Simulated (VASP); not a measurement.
The system is SnSe (zincblende type).

```xyz
2
Lattice="0.0000 3.0547 3.0547 3.0547 0.0000 3.0547 3.0547 3.0547 0.0000" Properties=species:S:1:pos:R:3 pbc="T T T"
Sn    0.0000    0.0000    0.0000
Se    1.5273    1.5273    1.5273
```

| Quantity | Value |
| --- | --- |
| Program | VASP 6.6.1 |
| Task | relaxation of cell and atoms |
| Functional | PBE |
| Potentials or basis | VASP PAW PBE potentials, release 64 (Sn_d, Se) |
| Cutoff | 500 eV |
| k mesh | 11 × 11 × 11 |
| Occupations | fermi-dirac, width 0.05 eV |
| Spin | no spin polarisation |

At the start: pressure 15.8 GPa; volume 28.50 Å³/atom.

Q: Where does the relaxation end?

A: Over 4 steps the energy falls by 409.4 meV/atom and the volume is 38.93 Å³/atom (+36.6 %); space group F-43m (No. 216, to 0.05 Å).

Step by step:
```
step  energy change (eV)  largest force (eV/Å)  pressure (GPa)  volume (Å³)
   1              0.0000                0.0000           15.78        57.01
   2             -0.7837                0.0000           -1.90        83.45
   3             -0.8185                0.0000            0.17        77.42
   4             -0.8187                0.0000           -0.01        77.87
```

Final structure:
```
CELL_PARAMETERS angstrom
0.00000 3.38927 3.38927
3.38927 0.00000 3.38927
3.38927 3.38927 0.00000
ATOMIC_POSITIONS crystal
Sn 0.00000 0.00000 0.00000
Se 0.25000 0.25000 0.25000
```

Caveat: the volume moved by over 15 % at a fixed basis, so the end points are rough.
